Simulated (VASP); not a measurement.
# Bi2Te3 (R-3m) in VASP: single point with PBE+D3(BJ)

Aim: the single point of Bi2Te3 with PBE+D3(BJ).

Program: VASP 6.6.1. These are calculated values, not measurements. Logs are shortened: lines on timing, memory, paths and dates and some standing lists are left out, and cuts for length are marked.

**Measured values to compare with.**

From “Vacancy and Antisite-Induced Ferromagnetism in Liquid-Phase Exfoliated Bi2Te3”, 2024, arxiv:2412.10539, for a bulk crystal of Bi2Te3: band gap 0.17 eV.

How close the calculation comes is told below.

### Step 1. The cell of the first run

Symmetry: R-3m, No. 166, trigonal system. The conventional cell has a = 4.387 Å, b = 4.387 Å, c = 30.292 Å, α = 90.00°, β = 90.00°, γ = 120.00°. Bi (site symmetry 3m) has 6 Te at 3.07 to 3.24 Å within 4.0 Å. Te (site symmetry -3m) has 6 Bi at 3.24 Å within 4.3 Å. Within 4.0 Å of Te (site symmetry 3m) lie 3 Bi at 3.07 Å and 3 Te at 3.62 Å.

### Step 2. Single point, PBE+D3(BJ)

Input file INCAR:

```
SYSTEM = Bi2Te3
PREC = Accurate
ENCUT = 520
EDIFF = 1E-6
ISMEAR = 0
SIGMA = 0.05
LREAL = .FALSE.
LASPH = .TRUE.
NELM = 80
ALGO = Normal
ISIF = 2
LWAVE = .FALSE.
LCHARG = .TRUE.
GGA = PE
IVDW = 12
LELF = .TRUE.
LVHAR = .TRUE.
NBANDS = 32
```

Input file KPOINTS:

```
Automatic mesh
0
G
  9 9 9
  0 0 0
```

Input file POSCAR:

```
Bi2Te3
1.0
    2.1935171539      1.2664277193     10.0972159847
   -2.1935171539      1.2664277193     10.0972159847
    0.0000000000     -2.5328554386     10.0972159847
Bi Te
2 3
Direct
    0.4001376377      0.4001376377      0.4001376377
    0.5998623623      0.5998623623      0.5998623623
    0.0000000000      0.0000000000      0.0000000000
    0.2093654812      0.2093654812      0.2093654812
    0.7906345188      0.7906345188      0.7906345188
```

Potentials or basis: VASP PAW PBE potentials, release 64 (Bi_d, Te).

On the command line:

```sh
$ cat potpaw_PBE.64/Bi_d/POTCAR potpaw_PBE.64/Te/POTCAR > POTCAR
$ mpirun -np 1 vasp_std > vasp.out
```

OUTCAR:

```text
SYSTEM = Bi2Te3
   PREC = Accurate
   ENCUT = 520
   EDIFF = 1E-6
   ISMEAR = 0
   LREAL = .FALSE.
   LASPH = .TRUE.
   NELM = 80
   ISIF = 2
   GGA = PE
   IVDW = 12
 IVDW          = 12

 ion  position               nearest neighbor table
   1  0.400  0.400  0.400-   5 3.07   5 3.07   5 3.07   3 3.24   3 3.24   3 3.24
   2  0.600  0.600  0.600-   4 3.07   4 3.07   4 3.07   3 3.24   3 3.24   3 3.24
   3  0.000  0.000  0.000-   2 3.24   2 3.24   1 3.24   1 3.24   2 3.24   1 3.24
   4  0.209  0.209  0.209-   2 3.07   2 3.07   2 3.07   5 3.62   5 3.62   5 3.62
   5  0.791  0.791  0.791-   1 3.07   1 3.07   1 3.07   4 3.62   4 3.62   4 3.62

  LATTYP: Found a trigonal (rhomboedric) cell.
 ALAT       =    10.4100493426
 COS(alpha) =     0.9112013241

  Lattice vectors:

 A1 = (   2.1935171539,   1.2664277193,  10.0972159847)
 A2 = (  -2.1935171539,   1.2664277193,  10.0972159847)
 A3 = (   0.0000000000,  -2.5328554386,  10.0972159847)

Analysis of symmetry for initial positions (statically):
=====================================================================
 Subroutine PRICEL returns:
 Original cell was already a primitive cell.

 Routine SETGRP: Setting up the symmetry group for a
 trigonal (rhombohedral) supercell.

 Subroutine GETGRP returns: Found 12 space group operations
 (whereof 12 operations were pure point group operations)
 out of a pool of 12 trial point group operations.

The static configuration has the point symmetry D_3d.

Analysis of symmetry for dynamics (positions and initial velocities):
=====================================================================
 Subroutine PRICEL returns:
 Original cell was already a primitive cell.

 Routine SETGRP: Setting up the symmetry group for a
 trigonal (rhombohedral) supercell.

 Subroutine GETGRP returns: Found 12 space group operations
 (whereof 12 operations were pure point group operations)
 out of a pool of 12 trial point group operations.

The dynamic configuration has the point symmetry D_3d.

 Subroutine INISYM returns: Found 12 space group operations
 (whereof 12 operations are pure point group operations),
 and found     1 'primitive' translations

----------------------------------------------------------------------------------------

                                     Primitive cell

  volume of cell :     168.2962

  direct lattice vectors                    reciprocal lattice vectors
     2.193517154  1.266427719 10.097215985     0.227944422  0.131603773  0.033012400
    -2.193517154  1.266427719 10.097215985    -0.227944422  0.131603773  0.033012400
     0.000000000 -2.532855439 10.097215985     0.000000000 -0.263207547  0.033012400

  length of vectors
    10.410049343 10.410049343 10.410049343     0.265269733  0.265269733  0.265269733

  position of ions in fractional coordinates (direct lattice)
     0.400137638  0.400137638  0.400137638
     0.599862362  0.599862362  0.599862362
     0.000000000  0.000000000  0.000000000
     0.209365481  0.209365481  0.209365481
     0.790634519  0.790634519  0.790634519

  ion indices of the primitive-cell ions
   primitive index   ion index
                 1           1
                 2           2
                 3           3
                 4           4
                 5           5

----------------------------------------------------------------------------------------

 KPOINTS: Automatic mesh

Automatic generation of k-mesh.
 Grid dimensions read from file:
 generate k-points for:    9    9    9

 Generating k-lattice:

  Cartesian coordinates                     Fractional coordinates (reciprocal lattice)
     0.025327158  0.014622641  0.003668044     0.111111111  0.000000000  0.000000000
    -0.025327158  0.014622641  0.003668044     0.000000000  0.111111111  0.000000000
     0.000000000 -0.029245283  0.003668044     0.000000000  0.000000000  0.111111111

  Length of vectors
     0.029474415  0.029474415  0.029474415

  Shift w.r.t. Gamma in fractional coordinates (k-lattice)
     0.000000000  0.000000000  0.000000000

 Subroutine IBZKPT returns following result:
 ===========================================

 Found     85 irreducible k-points:

 Following reciprocal coordinates:
            Coordinates               Weight
  0.000000  0.000000  0.000000      1.000000
  0.111111 -0.000000 -0.000000      6.000000
  0.222222 -0.000000 -0.000000      6.000000
  0.333333 -0.000000 -0.000000      6.000000
  0.444444 -0.000000 -0.000000      6.000000
  0.111111  0.111111 -0.000000      6.000000
[... 16 lines left out ...]
 -0.333333  0.333333  0.000000      6.000000
  0.444444  0.444444 -0.000000      6.000000
 [... further k-points ...]
   k-points           NKPTS =     85   k-points in BZ     NKDIM =     85   number of bands    NBANDS=     32
   number of dos      NEDOS =    301   number of ions     NIONS =      5
   total plane-waves  NPLWV = 512000
   dimension x,y,z NGX =    80 NGY =   80 NGZ =   80
   dimension x,y,z NGXF=   160 NGYF=  160 NGZF=  160
   ions per type =               2   3
   NGX,Y,Z   is equivalent  to a cutoff of  12.78, 12.78, 12.78 a.u.
   NGXF,Y,Z  is equivalent  to a cutoff of  25.55, 25.55, 25.55 a.u.
 SYSTEM =  Bi2Te3
   PREC   = accura    normal or accurate (medium, high low for compatibility)
   ISTART =      0    job   : 0-new  1-cont  2-samecut
   ICHARG =      2    charge: 1-file 2-atom 10-const
   ISPIN  =      1    spin polarized calculation?
   LNONCOLLINEAR =      F non collinear calculations
   LSORBIT =      F    spin-orbit coupling
   LASPH  =      T    aspherical Exc in radial PAW
   ENCUT  =  520.0 eV  38.22 Ry    6.18 a.u.  19.36 19.36 19.36*2*pi/ulx,y,z
   NELM   =     80;   NELMIN=  2; NELMDL= -5     # of ELM steps
   EDIFF  = 0.1E-05   stopping-criterion for ELM
   LREAL  =      F    real-space projection
   EDIFFG = 0.1E-04   stopping-criterion for IOM
   NSW    =      0    number of steps for IOM
   IBRION =     -1    ionic relax: 0-MD 1-quasi-New 2-CG
   NFREE  =      0    steps in history (QN), initial steepest desc. (CG)
   ISIF   =      2    stress and relaxation
   ISYM   =      2    0-nonsym 1-usesym 2-fastsym
   POTIM  = 0.5000    time-step for ionic-motion
   TEBEG  =    0.0;   TEEND  =   0.0 temperature during run
   PSTRESS=    0.0 pullay stress
   NELECT =      48.0000    total number of electrons
   NUPDOWN=      -1.0000    fix difference up-down
   EMIN   =  10.00;   EMAX   =-10.00  energy-range for DOS
   EFERMI =   0.00;   METHOD = LEGACY
   ISMEAR =     0;   SIGMA  =   0.05  broadening in eV -4-tet -1-fermi 0-gaus
   EFERMI_NEDOS =   21; number of points for ismear=-14 and -15
   IALGO  =     38    algorithm
   IMIX   =      4    mixing-type and parameters
     AMIX     =   0.40;   BMIX     =  1.00
     AMIX_MAG =   1.60;   BMIX_MAG =  1.00
  volume/ion in A,a.u.               =      33.66       227.14
  Fermi-wavevector in a.u.,A,eV,Ry     =   1.077615  2.036398 15.799833  1.161255
  Thomas-Fermi vector in A             =   2.213532
   LORBIT       =      0    0 simple, 1 ext, 2 COOP (PROOUT), +10 PAW based schemes
   GGA     = PE    functional components
   LHFCALC =     F    Hartree Fock is set to
   AEXX    =    0.0000 exact exchange contribution
   IVDW    =    12    specifies the selected vdW correction
   LEPSILON=     F    determine dielectric tensor
   LRPA    =     F    only Hartree local field effects (RPA)
 non-spin polarized calculation
 Gauss-broadening in eV      SIGMA  =   0.05
  energy-cutoff  :      520.00
  volume of cell :      168.30
 maximum number of plane-waves:      4556
 NGX is ok and might be reduce to    80
   NGX = 39   NGY = 39   NGZ = 39

 number of electron      48.0000006 magnetization

 Free energy of the ion-electron system (eV)
  ---------------------------------------------------
  ext. energy  EPLUGINS =         0.00000000
  ---------------------------------------------------
  free energy    TOTEN  =       -18.32289668 eV

  energy without entropy =      -18.32289654  energy(sigma->0) =      -18.32289661

 E-fermi :   6.4279     XC(G=0):  -9.3574

 val. band max:        6.3021017244   @ k =   0.0000   0.0000   0.0000
 cond. band min:       6.5537056261   @ k =   0.0000   0.0000   0.0000
 fundamental gap:      0.2516039017
 Fermi energy:         6.4279044488

 k-point     1 :       0.0000    0.0000    0.0000
  band No.  band energies     occupation
      1     -16.9181      2.00000
      2     -16.9181      2.00000
      3     -16.9166      2.00000
      4     -16.9166      2.00000
      5     -16.9108      2.00000
      6     -16.9094      2.00000
[... 24 lines left out ...]
     31      11.1188      0.00000
     32      11.6156      0.00000

 k-point     2 :       0.1111   -0.0000   -0.0000
  band No.  band energies     occupation
      1     -16.9191      2.00000
      2     -16.9175      2.00000
      3     -16.9169      2.00000
      4     -16.9154      2.00000
      5     -16.9099      2.00000
      6     -16.9086      2.00000
[... 24 lines left out ...]
     31      10.8060      0.00000
     32      11.2162      0.00000

 k-point     3 :       0.2222   -0.0000   -0.0000
  band No.  band energies     occupation
      1     -16.9222      2.00000
      2     -16.9201      2.00000
      3     -16.9146      2.00000
      4     -16.9130      2.00000
      5     -16.9095      2.00000
      6     -16.9072      2.00000
[... 24 lines left out ...]
     31      10.1100      0.00000
     32      11.5029      0.00000

 k-point     4 :       0.3333   -0.0000   -0.0000
  band No.  band energies     occupation
      1     -16.9260      2.00000
      2     -16.9234      2.00000
      3     -16.9136      2.00000
      4     -16.9113      2.00000
      5     -16.9110      2.00000
      6     -16.9086      2.00000
[... 654 lines left out ...]
     31      10.7994      0.00000
     32      12.2320      0.00000

 k-point    23 :      -0.3333    0.3333    0.0000
  band No.  band energies     occupation
      1     -16.9214      2.00000
      2     -16.9214      2.00000
      3     -16.9202      2.00000
      4     -16.9151      2.00000
      5     -16.9044      2.00000
      6     -16.9044      2.00000
[... 24 lines left out ...]
     31      11.7317      0.00000
     32      12.1781      0.00000

 k-point    24 :       0.4444    0.4444   -0.0000
  band No.  band energies     occupation
      1     -16.9285      2.00000
      2     -16.9257      2.00000
      3     -16.9136      2.00000
      4     -16.9119      2.00000
      5     -16.9107      2.00000
      6     -16.9096      2.00000
[... 24 lines left out ...]
     31      11.1651      0.00000
     32      11.9552      0.00000

 [... further k-points ...]

------------------------ aborting loop because EDIFF is reached ----------------------------------------

 Edisp (eV)   -2.25261

 E8    (eV) :    -1.0693

  FORCE on cell =-STRESS in cart. coord.  units (eV):
  Direction    XX          YY          ZZ          XY          YZ          ZX
  --------------------------------------------------------------------------------------
  -------------------------------------------------------------------------------------
  Total      -0.01817    -0.01817    -0.01820     0.00000     0.00000     0.00000
  in kB      -0.17294    -0.17294    -0.17327     0.00000     0.00000     0.00000
  external pressure =       -0.17 kB  Pullay stress =        0.00 kB

 VOLUME and BASIS-vectors are now :
 -----------------------------------------------------------------------------
  energy-cutoff  :      520.00
  volume of cell :      168.30
      direct lattice vectors                 reciprocal lattice vectors
     2.193517154  1.266427719 10.097215985     0.227944422  0.131603773  0.033012400
    -2.193517154  1.266427719 10.097215985    -0.227944422  0.131603773  0.033012400
     0.000000000 -2.532855439 10.097215985     0.000000000 -0.263207547  0.033012400

 POSITION                                       TOTAL-FORCE (eV/Angst)
 -----------------------------------------------------------------------------------
      0.00000      0.00000     12.12083        -0.000000     -0.000000     -0.008958
      0.00000      0.00000     18.17082        -0.000000     -0.000000      0.008958
      0.00000      0.00000      0.00000         0.000000     -0.000000     -0.000000
      0.00000      0.00000      6.34203        -0.000000      0.000000     -0.012656
      0.00000      0.00000     23.94962        -0.000000     -0.000000      0.012656
 -----------------------------------------------------------------------------------
    total drift:                                0.000000      0.000000     -0.000000

  FREE ENERGIE OF THE ION-ELECTRON SYSTEM (eV)
  ---------------------------------------------------
  free  energy   TOTEN  =       -20.5755037256 eV

  energy  without entropy=      -20.5755035877  energy(sigma->0) =      -20.57550366
```

It took 47 min on 1 thread of AMD EPYC 7R13 (Zen 3), shared host; peak memory 1.1 GiB.

Results:

```
Free energy                : -20.5755 eV
Pressure                   : 0.0 GPa
Largest force              : 0.013 eV/Å
Band gap on the k mesh     : 0.25 eV, direct
Dispersion energy per atom : -0.451 eV
```

Forces on the atoms (eV/Å):
```
Bi   0.000  0.000 -0.009
Bi   0.000  0.000  0.009
Te   0.000  0.000  0.000
Te   0.000  0.000 -0.013
Te   0.000  0.000  0.013
```

Levels at points of the mesh, in eV from the valence-band top:
```tsv
k point	band 21	band 22	band 23	band 24	band 25	band 26	band 27	band 28
(0.00, 0.00, 0.00)	-1.76	-0.90	-0.90	0.00	0.25	0.62	0.62	1.94
```

Caveat: spin-orbit coupling is left out, which moves the levels of the heavy elements.

### Step 3. Comparison with measurements

Step 2. Against the measured gap of Bi2Te3, 0.17 eV (quoted in “Vacancy and Antisite-Induced Ferromagnetism in Liquid-Phase Exfoliated Bi2Te3”, 2024, arxiv:2412.10539), the calculated 0.25 eV is off by +0.08 eV. Spin-orbit coupling on Bi, Te is left out. The value is that of PBE+D3(BJ) on a finite k mesh, which can miss the band edges, without temperature or zero-point motion.
